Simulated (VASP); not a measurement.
A run of VASP 6.6.1 is set up as follows.

File INCAR:

```
SYSTEM = SnTe
ALGO = Normal
EDIFF = 1E-6
ENCUT = 520
GGA = PE
ISIF = 2
ISMEAR = 0
LASPH = .TRUE.
LCHARG = .FALSE.
LREAL = .FALSE.
LWAVE = .FALSE.
NBANDS = 17
NELM = 60
PREC = Accurate
SIGMA = 0.03
```

Contents of KPOINTS:

```
k-points
0
G
  10 10 10
  0 0 0
```

Contents of POSCAR:

```
SnTe
1.0
    0.0000000000      3.2597131673      3.2597131673
    3.2597131673      0.0000000000      3.2597131673
    3.2597131673      3.2597131673      0.0000000000
Sn Te
1 1
Direct
    0.0086084016     -0.0086084016     -0.0086084016
    0.4919913530      0.5080086470      0.5080086470
```

Potentials or basis: VASP PAW PBE potentials, release 64 (Sn_d, Te).

Run with:

```sh
$ cat potpaw_PBE.64/Sn_d/POTCAR potpaw_PBE.64/Te/POTCAR > POTCAR
$ mpirun -np 1 vasp_std > vasp.out
```

(1) What does it give for the pressure?

(2) Predict the band gap on the k mesh.

(3) Estimate the largest force.

Answers

(1) -1.8 GPa.

(2) 0.32 eV.

(3) 0.049 eV/Å.

Caveat: the cell differs from its parent crystal (atoms displaced along a vibrational mode, the cell strained); semilocal functionals underestimate gaps, and a narrow one can read as zero; spin-orbit coupling is left out, which moves the levels of the heavy elements.
